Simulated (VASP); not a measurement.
# NaCl in VASP: notebook

NaCl is run at these levels: PBE, r2SCAN; tasks: single point.

All numbers are computed with VASP 6.6.1; they aren't measurements. Logs are shortened: lines on timing, memory, paths and dates and some standing lists are left out, and cuts for length are marked.

## 1. The cell of the first run

Symmetry: R-3m, No. 166, trigonal system. The conventional cell has a = 3.964 Å, b = 3.964 Å, c = 10.000 Å, α = 90.00°, β = 90.00°, γ = 120.00°. Within 3.7 Å of Na (site symmetry -3m) lie 6 Cl at 2.83 Å. Within 3.7 Å of Cl (site symmetry -3m) lie 6 Na at 2.83 Å.

## 2. Single point, PBE (strain along [111] +3.0%)

The input, INCAR:

```
PREC = Accurate
ENCUT = 520
EDIFF = 1E-6
ISMEAR = -1
SIGMA = 0.02
LREAL = False
LASPH = True
NELM = 60
ALGO = Normal
ISIF = 2
LWAVE = False
LCHARG = False
GGA = PE
NBANDS = 14
```

The input, KPOINTS:

```
regular mesh
0
Gamma
  8 8 8
```

The input, POSCAR:

```
NaCl
1.0
    0.0560539768      2.8587528159      2.8587528159
    2.8587528159      0.0560539768      2.8587528159
    2.8587528159      2.8587528159      0.0560539768
Na Cl
1 1
Direct
    0.0000000000      0.0000000000      0.0000000000
    0.5000000000      0.5000000000      0.5000000000
```

Potentials or basis: VASP PAW PBE potentials, release 64 (Na_pv, Cl).

The run is started by

```bash
$ cat potpaw_PBE.64/Na_pv/POTCAR potpaw_PBE.64/Cl/POTCAR > POTCAR
$ mpirun -np 1 vasp_std > vasp.out
```

OUTCAR:

```text
PREC = Accurate
   ENCUT = 520
   EDIFF = 1E-6
   ISMEAR = -1
   LREAL = False
   LASPH = True
   NELM = 60
   ISIF = 2
   GGA = PE

 ion  position               nearest neighbor table
   1  0.000  0.000  0.000-
   2  0.500  0.500  0.500-

  LATTYP: Found a trigonal (rhomboedric) cell.
 ALAT       =     4.0432755747
 COS(alpha) =     0.5195079762

  Lattice vectors:

 A1 = (   0.0560539768,   2.8587528159,   2.8587528159)
 A2 = (   2.8587528159,   0.0560539768,   2.8587528159)
 A3 = (   2.8587528159,   2.8587528159,   0.0560539768)

Analysis of symmetry for initial positions (statically):
=====================================================================
 Subroutine PRICEL returns:
 Original cell was already a primitive cell.

 Routine SETGRP: Setting up the symmetry group for a
 trigonal (rhombohedral) supercell.

 Subroutine GETGRP returns: Found 12 space group operations
 (whereof 12 operations were pure point group operations)
 out of a pool of 12 trial point group operations.

The static configuration has the point symmetry D_3d.

Analysis of symmetry for dynamics (positions and initial velocities):
=====================================================================
 Subroutine PRICEL returns:
 Original cell was already a primitive cell.

 Routine SETGRP: Setting up the symmetry group for a
 trigonal (rhombohedral) supercell.

 Subroutine GETGRP returns: Found 12 space group operations
 (whereof 12 operations were pure point group operations)
 out of a pool of 12 trial point group operations.

The dynamic configuration has the point symmetry D_3d.

 Subroutine INISYM returns: Found 12 space group operations
 (whereof 12 operations are pure point group operations),
 and found     1 'primitive' translations

----------------------------------------------------------------------------------------

                                     Primitive cell

  volume of cell :      45.3520

  direct lattice vectors                    reciprocal lattice vectors
     0.056053977  2.858752816  2.858752816    -0.180131508  0.176667441  0.176667441
     2.858752816  0.056053977  2.858752816     0.176667441 -0.180131508  0.176667441
     2.858752816  2.858752816  0.056053977     0.176667441  0.176667441 -0.180131508

  length of vectors
     4.043275575  4.043275575  4.043275575     0.308009950  0.308009950  0.308009950

  position of ions in fractional coordinates (direct lattice)
     0.000000000  0.000000000  0.000000000
     0.500000000  0.500000000  0.500000000

  ion indices of the primitive-cell ions
   primitive index   ion index
                 1           1
                 2           2

----------------------------------------------------------------------------------------

 KPOINTS: regular mesh

Automatic generation of k-mesh.
 Grid dimensions read from file:
 generate k-points for:    8    8    8

 Generating k-lattice:

  Cartesian coordinates                     Fractional coordinates (reciprocal lattice)
    -0.022516439  0.022083430  0.022083430     0.125000000  0.000000000  0.000000000
     0.022083430 -0.022516439  0.022083430     0.000000000  0.125000000  0.000000000
     0.022083430  0.022083430 -0.022516439     0.000000000  0.000000000  0.125000000

  Length of vectors
     0.038501244  0.038501244  0.038501244

  Shift w.r.t. Gamma in fractional coordinates (k-lattice)
     0.000000000  0.000000000  0.000000000

 Subroutine IBZKPT returns following result:
 ===========================================

 Found     65 irreducible k-points:

 Following reciprocal coordinates:
            Coordinates               Weight
  0.000000  0.000000  0.000000      1.000000
  0.125000  0.000000 -0.000000      6.000000
  0.250000  0.000000 -0.000000      6.000000
  0.375000  0.000000 -0.000000      6.000000
  0.500000  0.000000 -0.000000      3.000000
  0.125000  0.125000  0.000000      6.000000
[... 16 lines left out ...]
  0.250000  0.125000  0.125000      6.000000
  0.375000  0.125000  0.125000      6.000000
 [... further k-points ...]
   k-points           NKPTS =     65   k-points in BZ     NKDIM =     65   number of bands    NBANDS=     14
   number of dos      NEDOS =    301   number of ions     NIONS =      2
   total plane-waves  NPLWV =  27000
   dimension x,y,z NGX =    30 NGY =   30 NGZ =   30
   dimension x,y,z NGXF=    60 NGYF=   60 NGZF=   60
   ions per type =               1   1
   NGX,Y,Z   is equivalent  to a cutoff of  12.33, 12.33, 12.33 a.u.
   NGXF,Y,Z  is equivalent  to a cutoff of  24.67, 24.67, 24.67 a.u.
 SYSTEM =  unknown system
   PREC   = accura    normal or accurate (medium, high low for compatibility)
   ISTART =      0    job   : 0-new  1-cont  2-samecut
   ICHARG =      2    charge: 1-file 2-atom 10-const
   ISPIN  =      1    spin polarized calculation?
   LNONCOLLINEAR =      F non collinear calculations
   LSORBIT =      F    spin-orbit coupling
   LASPH  =      T    aspherical Exc in radial PAW
   ENCUT  =  520.0 eV  38.22 Ry    6.18 a.u.   7.52  7.52  7.52*2*pi/ulx,y,z
   NELM   =     60;   NELMIN=  2; NELMDL= -5     # of ELM steps
   EDIFF  = 0.1E-05   stopping-criterion for ELM
   LREAL  =      F    real-space projection
   EDIFFG = 0.1E-04   stopping-criterion for IOM
   NSW    =      0    number of steps for IOM
   IBRION =     -1    ionic relax: 0-MD 1-quasi-New 2-CG
   NFREE  =      0    steps in history (QN), initial steepest desc. (CG)
   ISIF   =      2    stress and relaxation
   ISYM   =      2    0-nonsym 1-usesym 2-fastsym
   POTIM  = 0.5000    time-step for ionic-motion
   TEBEG  =    0.0;   TEEND  =   0.0 temperature during run
   PSTRESS=    0.0 pullay stress
   NELECT =      14.0000    total number of electrons
   NUPDOWN=      -1.0000    fix difference up-down
   EMIN   =  10.00;   EMAX   =-10.00  energy-range for DOS
   EFERMI =   0.00;   METHOD = LEGACY
   ISMEAR =    -1;   SIGMA  =   0.02  broadening in eV -4-tet -1-fermi 0-gaus
   EFERMI_NEDOS =   21; number of points for ismear=-14 and -15
   IALGO  =     38    algorithm
   IMIX   =      4    mixing-type and parameters
     AMIX     =   0.40;   BMIX     =  1.00
     AMIX_MAG =   1.60;   BMIX_MAG =  1.00
  volume/ion in A,a.u.               =      22.68       153.03
  Fermi-wavevector in a.u.,A,eV,Ry     =   1.106417  2.090824 16.655675  1.224158
  Thomas-Fermi vector in A             =   2.242917
   LORBIT       =      0    0 simple, 1 ext, 2 COOP (PROOUT), +10 PAW based schemes
   GGA     = PE    functional components
   LHFCALC =     F    Hartree Fock is set to
   AEXX    =    0.0000 exact exchange contribution
   IVDW    =     0    specifies the selected vdW correction
   LEPSILON=     F    determine dielectric tensor
   LRPA    =     F    only Hartree local field effects (RPA)
 non-spin polarized calculation
  energy-cutoff  :      520.00
  volume of cell :       45.35
 maximum number of plane-waves:      1249
   NGX = 15   NGY = 15   NGZ = 15

 number of electron      14.0000000 magnetization

 Free energy of the ion-electron system (eV)
  ---------------------------------------------------
  ext. energy  EPLUGINS =         0.00000000
  ---------------------------------------------------
  free energy    TOTEN  =        -6.77451370 eV

  energy without entropy =       -6.77451370  energy(sigma->0) =       -6.77451370

 E-fermi :  -0.3173     XC(G=0):  -8.1192

 val. band max:       -0.7556363940   @ k =   0.0000   0.0000   0.0000
 cond. band min:       4.2654811433   @ k =   0.0000   0.0000   0.0000
 fundamental gap:      5.0211175373
 Fermi energy:        -0.3173421734

 k-point     1 :       0.0000    0.0000    0.0000
  band No.  band energies     occupation
      1     -21.6394      2.00000
      2     -21.6394      2.00000
      3     -21.6348      2.00000
      4     -13.4276      2.00000
      5      -0.8668      2.00000
      6      -0.7556      2.00000
      7      -0.7556      2.00000
      8       4.2655      0.00000
      9      10.0555      0.00000
     10      10.4519      0.00000
     11      10.4519      0.00000
     12      12.4673      0.00000
     13      12.4673      0.00000
     14      14.0383      0.00000

 k-point     2 :       0.1250    0.0000   -0.0000
  band No.  band energies     occupation
      1     -21.6434      2.00000
      2     -21.6398      2.00000
      3     -21.6352      2.00000
      4     -13.3811      2.00000
      5      -1.1362      2.00000
      6      -0.8906      2.00000
      7      -0.7990      2.00000
      8       4.7587      0.00000
      9       9.8215      0.00000
     10      10.3098      0.00000
     11      10.6422      0.00000
     12      12.1434      0.00000
     13      12.2200      0.00000
     14      14.9301      0.00000

 k-point     3 :       0.2500    0.0000   -0.0000
  band No.  band energies     occupation
      1     -21.6532      2.00000
      2     -21.6407      2.00000
      3     -21.6360      2.00000
      4     -13.2655      2.00000
      5      -1.8554      2.00000
      6      -0.9835      2.00000
      7      -0.9002      2.00000
      8       5.7313      0.00000
      9       9.2365      0.00000
     10      10.4153      0.00000
     11      10.6777      0.00000
     12      12.2593      0.00000
     13      12.5162      0.00000
     14      14.7022      0.00000
[... 324 lines left out ...]
 k-point    23 :       0.2500    0.1250    0.1250
  band No.  band energies     occupation
      1     -21.6457      2.00000
      2     -21.6397      2.00000
      3     -21.6393      2.00000
      4     -13.3187      2.00000
      5      -1.5506      2.00000
      6      -1.0020      2.00000
      7      -0.8241      2.00000
      8       5.4187      0.00000
      9       9.2092      0.00000
     10      10.5110      0.00000
     11      10.9722      0.00000
     12      11.5596      0.00000
     13      12.6546      0.00000
     14      15.9232      0.00000

 k-point    24 :       0.3750    0.1250    0.1250
  band No.  band energies     occupation
      1     -21.6553      2.00000
      2     -21.6406      2.00000
      3     -21.6398      2.00000
      4     -13.2042      2.00000
      5      -2.0706      2.00000
      6      -1.2233      2.00000
      7      -0.9245      2.00000
      8       6.3528      0.00000
      9       9.0336      0.00000
     10       9.9624      0.00000
     11      10.8187      0.00000
     12      12.1566      0.00000
     13      13.6561      0.00000
     14      15.4690      0.00000

 [... further k-points ...]

------------------------ aborting loop because EDIFF is reached ----------------------------------------

  FORCE on cell =-STRESS in cart. coord.  units (eV):
  Direction    XX          YY          ZZ          XY          YZ          ZX
  --------------------------------------------------------------------------------------
  -------------------------------------------------------------------------------------
  Total        0.1206680      0.1206680      0.1206680     -0.0724724     -0.0724724     -0.0724724
  in kB        4.2629088      4.2629088      4.2629088     -2.5602770     -2.5602770     -2.5602770
  external PRESSURE =       4.2629088 kB  Pullay stress =       0.0000000 kB

 VOLUME and BASIS-vectors are now :
 -----------------------------------------------------------------------------
  energy-cutoff  :      520.00
  volume of cell :       45.35
      direct lattice vectors                 reciprocal lattice vectors
     0.056053977  2.858752816  2.858752816    -0.180131508  0.176667441  0.176667441
     2.858752816  0.056053977  2.858752816     0.176667441 -0.180131508  0.176667441
     2.858752816  2.858752816  0.056053977     0.176667441  0.176667441 -0.180131508

 POSITION                                       TOTAL-FORCE (eV/Angst)
 -----------------------------------------------------------------------------------
      0.00000      0.00000      0.00000        -0.000000      0.000000      0.000000
      2.88678      2.88678      2.88678         0.000000     -0.000000     -0.000000
 -----------------------------------------------------------------------------------
    total drift:                               -0.000000      0.000000      0.000000

  FREE ENERGIE OF THE ION-ELECTRON SYSTEM (eV)
  ---------------------------------------------------
  free  energy   TOTEN  =        -6.7745137048 eV

  energy  without entropy=       -6.7745137048  energy(sigma->0) =       -6.77451370
```

Wall time 67 s (1 thread of AMD EPYC 7R13, shared host); peak memory 0.15 GiB.

Results:

```yaml
Free_energy: -6.7745 eV
Pressure: 0.4 GPa
Band_gap_on_the_k_mesh: 5.02 eV
```

Stress tensor (GPa, compression positive):
```
 0.43 -0.26 -0.26
-0.26  0.43 -0.26
-0.26 -0.26  0.43
```

Caveat: the cell differs from its parent crystal (strain along [111] +3.0%). A k mesh can miss the band edges.

## 3. Single point, r2SCAN (epitaxial xy strain -3.0%)

The input, POSCAR:

```
NaCl
1.0
    0.0000000000      2.7186178739      2.8378127222
    2.7186178739      0.0000000000      2.8378127222
    2.7186178739      2.7186178739      0.0000000000
Na Cl
1 1
Direct
    0.0000000000      0.0000000000      0.0000000000
    0.5000000000      0.5000000000      0.5000000000
```

The input, INCAR.step1:

```
ALGO     = Normal         # electronic algorithm
EDIFF    = 1E-4           # SCF threshold, eV
ENCUT    = 520            # plane-wave cutoff, eV
GGA      = PE             # functional
ISMEAR   = 0              # smearing method
LASPH    = T              # aspherical terms in the spheres
LCHARG   = F              # write CHGCAR
LREAL    = F              # projectors in reciprocal space
LWAVE    = T              # write WAVECAR
NBANDS   = 14             # bands
NELM     = 100            # most SCF steps
PREC     = Accurate       # precision mode
SIGMA    = 0.01           # smearing width, eV
```

The input, INCAR.step2:

```
ALGO     = Normal         # electronic algorithm
EDIFF    = 1E-6           # SCF threshold, eV
ENCUT    = 520            # plane-wave cutoff, eV
ISIF     = 2              # what is computed and relaxed
ISMEAR   = 0              # smearing method
ISTART   = 1            
LASPH    = T              # aspherical terms in the spheres
LCHARG   = F              # write CHGCAR
LMIXTAU  = T            
LREAL    = F              # projectors in reciprocal space
LWAVE    = F              # write WAVECAR
METAGGA  = R2SCAN         # meta-GGA
NBANDS   = 14             # bands
NELM     = 100            # most SCF steps
PREC     = Accurate       # precision mode
SIGMA    = 0.01           # smearing width, eV
```

The input, KPOINTS:

```
k-points
0
Gamma
  8 8 8
```

Potentials or basis: VASP PAW PBE potentials, release 64 (Na_pv, Cl).

The run is started by

```bash
$ cat potpaw_PBE.64/Na_pv/POTCAR potpaw_PBE.64/Cl/POTCAR > POTCAR
$ cp INCAR.step1 INCAR
$ mpirun -np 1 vasp_std > vasp.out
$ cp INCAR.step2 INCAR
$ mpirun -np 1 vasp_std > vasp.out
```

It took 4.6 min on 1 thread of AMD EPYC 7R13, shared host; peak memory 0.15 GiB.

Results (log left out):

| Quantity | Value |
| --- | --- |
| Free energy | -13.7737 eV |
| Pressure | 1.4 GPa |
| Band gap on the k mesh | 6.20 eV |

Stress tensor (GPa, compression positive):
```
 2.22  0.00  0.00
 0.00  2.22  0.00
 0.00  0.00 -0.20
```

Levels at points of the mesh, in eV from the valence-band top:
| k point | band 4 | band 5 | band 6 | band 7 | band 8 | band 9 | band 10 | band 11 |
| --- | --- | --- | --- | --- | --- | --- | --- | --- |
| (0.00, 0.00, 0.00) | -13.40 | -0.02 | -0.02 | 0.00 | 6.20 | 11.59 | 11.93 | 11.93 |
| (0.50, 0.00, 0.00) | -12.98 | -2.15 | -0.37 | -0.30 | 8.05 | 11.71 | 12.16 | 12.16 |
| (0.50, 0.50, 0.00) | -12.96 | -1.91 | -0.62 | -0.62 | 8.66 | 8.67 | 12.43 | 16.26 |
| (0.50, 0.00, 0.50) | -12.92 | -1.87 | -0.79 | -0.65 | 8.49 | 8.62 | 12.85 | 16.12 |

Caveat: the cell differs from its parent crystal (epitaxial xy strain -3.0%); the PAW data sets were made with another functional, which shifts forces and pressure a little.
